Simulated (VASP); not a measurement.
# Li2TiO2 (P1) in VASP: relaxation of cell and atoms with PBE

Aim: the relaxation of cell and atoms of Li2TiO2 with PBE.

All numbers are computed with VASP 6.6.1; they aren't measurements. Logs are shortened: lines on timing, memory, paths and dates and some standing lists are left out, and cuts for length are marked.

## Step 1: The cell of the first run

The typed cell holds 10 atoms: a = 3.775 Å, b = 5.293 Å, c = 5.910 Å, α = 108.35°, β = 91.39°, γ = 110.59°.

## Step 2: Relaxation of cell and atoms, PBE

INCAR reads:

```
SYSTEM = Li2TiO2
  ALGO = Normal
  EDIFF = 1E-6
  EDIFFG = -0.025
  ENCUT = 600
  GGA = PE
  IBRION = 2
  ISIF = 3
  ISMEAR = 0
  LASPH = .TRUE.
  LCHARG = .FALSE.
  LREAL = .FALSE.
  LWAVE = .FALSE.
  NELM = 80
  NSW = 80
  PREC = Accurate
  SIGMA = 0.2
```

KPOINTS reads:

```
k-points
0
G
  6 6 4
  0 0 0
```

POSCAR reads:

```
Li2TiO2
1.0
   -0.0463180698      3.7746708124     -0.0046511786
   -1.5719950236     -1.8753555405      4.6935321661
    5.9073170947     -0.0706858819     -0.1475659767
Li Ti O
4 2 4
Direct
    0.2718786436      0.5964277672      0.1730023556
    0.3448146266      0.6083666071      0.6620867549
    0.6875227413      0.3885915977      0.3515107511
    0.7198698040      0.4108467969      0.8185795795
    1.0251211874     -0.0151448148      0.5049807742
   -0.0178178045     -0.0067885851      0.0044893286
    0.8901507778      0.7293567921      0.1771115993
    0.8346401310      0.7096008963      0.6816026414
    0.0836383100      0.2780639100      0.3150239250
    0.1601815829      0.3006790326      0.8116122905
```

Potentials or basis: VASP PAW PBE potentials, release 64 (Li_sv, Ti_sv, O).

Run with:

```
$ cat potpaw_PBE.64/Li_sv/POTCAR potpaw_PBE.64/Ti_sv/POTCAR potpaw_PBE.64/O/POTCAR > POTCAR
$ mpirun -np 1 vasp_std > vasp.out
```

OUTCAR:

```text
SYSTEM = Li2TiO2
   EDIFF = 1E-6
   EDIFFG = -0.025
   ENCUT = 600
   GGA = PE
   IBRION = 2
   ISIF = 3
   ISMEAR = 0
   LASPH = .TRUE.
   LREAL = .FALSE.
   NELM = 80
   NSW = 80
   PREC = Accurate

 ion  position               nearest neighbor table
   1  0.272  0.596  0.173-   7 1.81   9 2.03  10 2.14   7 2.19   3 2.52   3 2.58   4 2.60
   2  0.345  0.608  0.662-   8 1.72  10 2.01   9 2.16   8 2.17   4 2.35   3 2.49   4 2.55
   3  0.688  0.389  0.352-   9 1.78   8 2.05   9 2.13   7 2.27   2 2.49   1 2.52   1 2.58
   4  0.720  0.411  0.819-   8 1.92  10 1.94  10 1.98   7 2.16   2 2.35   2 2.55   1 2.60   6 2.71

   5  0.025  0.985  0.505-   7 1.91  10 1.95   8 2.00   9 2.14
   6  0.982  0.993  0.004-   9 1.90   7 1.92   8 1.94  10 2.20   4 2.71
   7  0.890  0.729  0.177-   1 1.81   5 1.91   6 1.92   4 2.16   1 2.19   3 2.27
   8  0.835  0.710  0.682-   2 1.72   4 1.92   6 1.94   5 2.00   3 2.05   2 2.17
   9  0.084  0.278  0.315-   3 1.78   6 1.90   1 2.03   3 2.13   5 2.14   2 2.16
  10  0.160  0.301  0.812-   4 1.94   5 1.95   4 1.98   2 2.01   1 2.14   6 2.20

  LATTYP: Found a triclinic cell.
 ALAT       =     5.9095826814
 B/A-ratio  =     1.5382269036
 C/A-ratio  =     1.4421534894
 COS(alpha) =     0.0053912691
 COS(beta)  =     0.5086233459
 COS(gamma) =     0.8333895865

  Lattice vectors:

 A1 = (  -5.9073170947,   0.0706858819,   0.1475659767)
 A2 = (  -7.4793121183,  -1.8046696586,   4.8410981428)
 A3 = (  -4.3816401409,   5.7207122348,  -4.5506173680)

Analysis of symmetry for initial positions (statically):
=====================================================================
 Subroutine PRICEL returns:
 Original cell was already a primitive cell.

 Routine SETGRP: Setting up the symmetry group for a
 triclinic supercell.

 Subroutine GETGRP returns: Found  1 space group operations
 (whereof  1 operations were pure point group operations)
 out of a pool of  2 trial point group operations.

The static configuration has the point symmetry C_1 .

Analysis of symmetry for dynamics (positions and initial velocities):
=====================================================================
 Subroutine PRICEL returns:
 Original cell was already a primitive cell.

 Routine SETGRP: Setting up the symmetry group for a
 triclinic supercell.

 Subroutine GETGRP returns: Found  1 space group operations
 (whereof  1 operations were pure point group operations)
 out of a pool of  2 trial point group operations.

The dynamic configuration has the point symmetry C_1 .

 Subroutine INISYM returns: Found  1 space group operations
 (whereof  1 operations are pure point group operations),
 and found     1 'primitive' translations

----------------------------------------------------------------------------------------

                                     Primitive cell

  volume of cell :     103.7014

  direct lattice vectors                    reciprocal lattice vectors
    -0.046318070  3.774670812 -0.004651179     0.005867861  0.265128723  0.107900585
    -1.571995024 -1.875355540  4.693532166     0.005374488  0.000330863  0.214991422
     5.907317095 -0.070685882 -0.147565977     0.170757798  0.002166866  0.058057353

  length of vectors
     3.774957846  5.293143768  5.909582681     0.286304397  0.215058843  0.180370665

  position of ions in fractional coordinates (direct lattice)
     0.271878644  0.596427767  0.173002356
     0.344814627  0.608366607  0.662086755
     0.687522741  0.388591598  0.351510751
     0.719869804  0.410846797  0.818579580
     0.025121187  0.984855185  0.504980774
     0.982182196  0.993211415  0.004489329
     0.890150778  0.729356792  0.177111599
     0.834640131  0.709600896  0.681602641
     0.083638310  0.278063910  0.315023925
     0.160181583  0.300679033  0.811612291

  ion indices of the primitive-cell ions
   primitive index   ion index
                 1           1
                 2           2
                 3           3
                 4           4
                 5           5
                 6           6
                 7           7
                 8           8
                 9           9
                10          10

----------------------------------------------------------------------------------------

 KPOINTS: k-points

Automatic generation of k-mesh.
 Grid dimensions read from file:
 generate k-points for:    6    6    4

 Generating k-lattice:

  Cartesian coordinates                     Fractional coordinates (reciprocal lattice)
     0.000977977  0.044188121  0.017983431     0.166666667  0.000000000  0.000000000
     0.000895748  0.000055144  0.035831904    -0.000000000  0.166666667  0.000000000
     0.042689449  0.000541717  0.014514338     0.000000000 -0.000000000  0.250000000

  Length of vectors
     0.047717400  0.035843141  0.045092666

  Shift w.r.t. Gamma in fractional coordinates (k-lattice)
     0.000000000  0.000000000  0.000000000

 Subroutine IBZKPT returns following result:
 ===========================================

 Found     76 irreducible k-points:

 Following reciprocal coordinates:
            Coordinates               Weight
  0.000000  0.000000  0.000000      1.000000
  0.166667 -0.000000  0.000000      2.000000
  0.333333 -0.000000  0.000000      2.000000
  0.500000  0.000000 -0.000000      1.000000
  0.000000  0.166667  0.000000      2.000000
  0.166667  0.166667  0.000000      2.000000
[... 16 lines left out ...]
  0.333333  0.000000  0.250000      2.000000
  0.500000  0.000000  0.250000      2.000000
 [... further k-points ...]
   k-points           NKPTS =     76   k-points in BZ     NKDIM =     76   number of bands    NBANDS=     36
   number of dos      NEDOS =    301   number of ions     NIONS =     10
   total plane-waves  NPLWV =  60480
   dimension x,y,z NGX =    30 NGY =   42 NGZ =   48
   dimension x,y,z NGXF=    60 NGYF=   84 NGZF=   96
   ions per type =               4   2   4
   NGX,Y,Z   is equivalent  to a cutoff of  13.21, 13.19, 13.50 a.u.
   NGXF,Y,Z  is equivalent  to a cutoff of  26.42, 26.38, 27.01 a.u.
 SYSTEM =  Li2TiO2
   PREC   = accura    normal or accurate (medium, high low for compatibility)
   ISTART =      0    job   : 0-new  1-cont  2-samecut
   ICHARG =      2    charge: 1-file 2-atom 10-const
   ISPIN  =      1    spin polarized calculation?
   LNONCOLLINEAR =      F non collinear calculations
   LSORBIT =      F    spin-orbit coupling
   LASPH  =      T    aspherical Exc in radial PAW
   ENCUT  =  600.0 eV  44.10 Ry    6.64 a.u.   7.54 10.57 11.80*2*pi/ulx,y,z
   NELM   =     80;   NELMIN=  2; NELMDL= -5     # of ELM steps
   EDIFF  = 0.1E-05   stopping-criterion for ELM
   LREAL  =      F    real-space projection
   EDIFFG = -.3E-01   stopping-criterion for IOM
   NSW    =     80    number of steps for IOM
   IBRION =      2    ionic relax: 0-MD 1-quasi-New 2-CG
   NFREE  =      1    steps in history (QN), initial steepest desc. (CG)
   ISIF   =      3    stress and relaxation
   ISYM   =      2    0-nonsym 1-usesym 2-fastsym
   POTIM  = 0.5000    time-step for ionic-motion
   TEBEG  =    0.0;   TEEND  =   0.0 temperature during run
   PSTRESS=    0.0 pullay stress
   NELECT =      60.0000    total number of electrons
   NUPDOWN=      -1.0000    fix difference up-down
   EMIN   =  10.00;   EMAX   =-10.00  energy-range for DOS
   EFERMI =   0.00;   METHOD = LEGACY
   ISMEAR =     0;   SIGMA  =   0.20  broadening in eV -4-tet -1-fermi 0-gaus
   EFERMI_NEDOS =   21; number of points for ismear=-14 and -15
   IALGO  =     38    algorithm
   IMIX   =      4    mixing-type and parameters
     AMIX     =   0.40;   BMIX     =  1.00
     AMIX_MAG =   1.60;   BMIX_MAG =  1.00
  volume/ion in A,a.u.               =      10.37        69.98
  Fermi-wavevector in a.u.,A,eV,Ry     =   1.364155  2.577879 25.319343  1.860919
  Thomas-Fermi vector in A             =   2.490496
   LORBIT       =      0    0 simple, 1 ext, 2 COOP (PROOUT), +10 PAW based schemes
   GGA     = PE    functional components
   LHFCALC =     F    Hartree Fock is set to
   AEXX    =    0.0000 exact exchange contribution
   IVDW    =     0    specifies the selected vdW correction
   LEPSILON=     F    determine dielectric tensor
   LRPA    =     F    only Hartree local field effects (RPA)
 conjugate gradient relaxation of ions
 non-spin polarized calculation
 Gauss-broadening in eV      SIGMA  =   0.20
  energy-cutoff  :      600.00
  volume of cell :      103.70
 maximum number of plane-waves:      3490
   NGX = 15   NGY = 21   NGZ = 23

--------------------------------------- Ionic step        1  -------------------------------------------

 number of electron      59.9999993 magnetization

 Free energy of the ion-electron system (eV)
  ---------------------------------------------------
  ext. energy  EPLUGINS =         0.00000000
  ---------------------------------------------------
  free energy    TOTEN  =       -63.15293551 eV

  energy without entropy =      -63.07029245  energy(sigma->0) =      -63.11161398

------------------------ aborting loop because EDIFF is reached ----------------------------------------

  FORCE on cell =-STRESS in cart. coord.  units (eV):
  Direction    XX          YY          ZZ          XY          YZ          ZX
  --------------------------------------------------------------------------------------
  -------------------------------------------------------------------------------------
  Total        0.9535314      3.9819263      4.5515231      0.6342200     -0.5146024      2.7505290
  in kB       14.7319795     61.5204260     70.3206499      9.7986464     -7.9505643     42.4954420
  external PRESSURE =      48.8576851 kB  Pullay stress =       0.0000000 kB
[... 113 lines left out ...]
  FREE ENERGIE OF THE ION-ELECTRON SYSTEM (eV)
  ---------------------------------------------------
  free  energy   TOTEN  =       -63.7468676774 eV

  energy  without entropy=      -63.6508025662  energy(sigma->0) =      -63.69883512

[... ionic steps 4 to 17 ...]

--------------------------------------- Ionic step       18  -------------------------------------------

 number of electron      59.9999985 magnetization

------------------------ aborting loop because EDIFF is reached ----------------------------------------

  FORCE on cell =-STRESS in cart. coord.  units (eV):
  Direction    XX          YY          ZZ          XY          YZ          ZX
  --------------------------------------------------------------------------------------
  -------------------------------------------------------------------------------------
  Total       -0.0055892     -0.0170941     -0.0161121      0.0082752     -0.0019246     -0.0053074
  in kB       -0.0847204     -0.2591081     -0.2442224      0.1254341     -0.0291730     -0.0804476
  external PRESSURE =      -0.1960170 kB  Pullay stress =       0.0000000 kB
[... 73 lines left out ...]
  energy  without entropy=      -63.9613370972  energy(sigma->0) =      -64.00467919

--------------------------------------- Ionic step       20  -------------------------------------------

 number of electron      59.9999985 magnetization

 Free energy of the ion-electron system (eV)
  ---------------------------------------------------
  ext. energy  EPLUGINS =         0.00000000
  ---------------------------------------------------
  free energy    TOTEN  =       -64.04808032 eV

  energy without entropy =      -63.96143373  energy(sigma->0) =      -64.00475703

 E-fermi :   6.0626     XC(G=0): -10.2747

 val. band max:        6.0615528561   @ k =  -0.1667   0.1667  -0.0000
 cond. band min:       6.0709360983   @ k =   0.3333   0.1667   0.2500
 fundamental gap:      0.0093832422
 Fermi energy:         6.0625698521

 k-point     1 :       0.0000    0.0000    0.0000
  band No.  band energies     occupation
      1     -52.1748      2.00000
      2     -52.1273      2.00000
      3     -40.3548      2.00000
      4     -40.3074      2.00000
      5     -40.3065      2.00000
      6     -40.2831      2.00000
[... 925 lines left out ...]
     35       7.1180      0.00000
     36       7.2576      0.00000

 [... further k-points ...]

------------------------ aborting loop because EDIFF is reached ----------------------------------------

  FORCE on cell =-STRESS in cart. coord.  units (eV):
  Direction    XX          YY          ZZ          XY          YZ          ZX
  --------------------------------------------------------------------------------------
  -------------------------------------------------------------------------------------
  Total       -0.0175387     -0.0092838     -0.0025293      0.0104570      0.0090762      0.0083854
  in kB       -0.2659497     -0.1407763     -0.0383531      0.1585662      0.1376285      0.1271524
  external PRESSURE =      -0.1483597 kB  Pullay stress =       0.0000000 kB
[... 25 lines left out ...]
  FREE ENERGIE OF THE ION-ELECTRON SYSTEM (eV)
  ---------------------------------------------------
  free  energy   TOTEN  =       -64.0480803185 eV

  energy  without entropy=      -63.9614337333  energy(sigma->0) =      -64.00475703

 reached required accuracy - stopping structural energy minimisation
```

It took 36 min on 1 thread of Intel Xeon 6975P-C (Granite Rapids), shared host; peak memory 0.45 GiB.

Results:

| Property | Result |
| --- | --- |
| Free energy | -64.0481 eV |
| Relaxed volume | 10.57 Å³/atom |
| Relaxed cell | a = 3.874 Å, b = 5.262 Å, c = 5.841 Å, α = 106.09°, β = 90.01°, γ = 111.61° |
| Space group after relaxing (to 0.1 Å) | Immm (No. 71) |
| Energy gained by relaxing | 89.5 meV/atom |
| Ionic steps | 20 |
| Pressure after relaxing | 0.0 GPa |
| Largest force after relaxing | 0.012 eV/Å |
| Band gap on the k mesh | zero (bands 30 and 31 overlap by 0.58 eV) |

Forces in eV/Å, atoms in the order of the input:
```
Li  -0.002  0.004  0.006
Li  -0.002 -0.001  0.001
Li   0.001 -0.001 -0.002
Li  -0.002  0.001 -0.004
Ti   0.009 -0.004 -0.008
Ti   0.003  0.001 -0.007
O   -0.004  0.001  0.001
O   -0.005  0.000  0.002
O    0.002 -0.002  0.004
O   -0.001  0.001  0.006
```

Step by step:
| step | energy change (eV) | largest force (eV/Å) | pressure (GPa) | volume (Å³) |
| --- | --- | --- | --- | --- |
| 1 | 0.0000 | 1.6696 | 4.89 | 103.70 |
| 2 | -0.5774 | 0.9295 | -3.13 | 108.49 |
| 3 | -0.5939 | 0.9412 | -4.29 | 109.51 |
| 4 | -0.7795 | 0.4837 | 0.43 | 106.28 |
| 5 | -0.7797 | 0.4934 | 0.65 | 106.17 |
| 6 | -0.8358 | 0.3698 | 0.02 | 106.08 |
| 7 | -0.8449 | 0.4588 | -0.26 | 106.02 |
| 8 | -0.8733 | 0.2148 | -0.27 | 105.66 |
| 9 | -0.8768 | 0.3605 | -0.23 | 105.48 |
| 10 | -0.8890 | 0.1688 | 0.57 | 105.01 |
| 11 | -0.8891 | 0.1778 | 0.65 | 104.97 |
| 12 | -0.8933 | 0.1161 | -0.11 | 105.62 |
| 13 | -0.8934 | 0.0822 | -0.03 | 105.52 |
| 14 | -0.8946 | 0.0457 | 0.01 | 105.63 |
| 15 | -0.8947 | 0.0520 | 0.03 | 105.66 |
| 16 | -0.8950 | 0.0263 | -0.04 | 105.73 |
| 17 | -0.8950 | 0.0297 | -0.04 | 105.73 |
| 18 | -0.8951 | 0.0256 | -0.02 | 105.70 |
| 19 | -0.8951 | 0.0286 | -0.02 | 105.70 |
| 20 | -0.8951 | 0.0123 | -0.01 | 105.66 |

Final structure:
```
CELL_PARAMETERS angstrom
0.00022 3.87386 -0.00036
-1.45886 -1.93713 4.66980
5.84088 -0.00090 0.00017
ATOMIC_POSITIONS crystal
Li 0.30399 0.60836 0.15230
Li 0.30444 0.60872 0.65235
Li 0.69578 0.39145 0.34782
Li 0.69569 0.39152 0.84793
Ti 0.00019 0.00011 0.49987
Ti 0.99995 0.99999 0.99988
O 0.85467 0.70954 0.17748
O 0.85486 0.70957 0.67748
O 0.14531 0.29039 0.32242
O 0.14511 0.29035 0.82248
```

Caveat: the cutoff is under 1.25 times the usual one of these potentials, so pressure, stress and relaxed cells hold a basis-set (Pulay) error.
